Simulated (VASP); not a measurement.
A run of VASP 6.6.1 is set up as follows.

Contents of INCAR:

```
PREC = Accurate
ENCUT = 520
EDIFF = 1E-7
ISMEAR = 0
SIGMA = 0.013000000000000001
LREAL = False
LASPH = True
NELM = 100
ALGO = Normal
ISIF = 2
LWAVE = False
LCHARG = False
GGA = PE
NBANDS = 12
```

File KPOINTS:

```
Automatic mesh
0
Gamma
  12 12 12
```

Contents of POSCAR:

```
Zn
1.0
    0.0000000000      1.9647760000      1.9647760000
    1.9647760000      0.0000000000      1.9647760000
    1.9647760000      1.9647760000      0.0000000000
Zn
1
Direct
    0.0000000000      0.0000000000      0.0000000000
```

Potentials or basis: VASP PAW PBE potentials, release 64 (Zn).

Launch:

```bash
$ cat potpaw_PBE.64/Zn/POTCAR > POTCAR
$ mpirun -np 1 vasp_std > vasp.out
```

Estimate the pressure.

0.2 GPa.

What does it give for the band gap on the k mesh?

Zero (band 6 reaches 5.33 eV, above the bottom of band 7 at 1.70 eV).
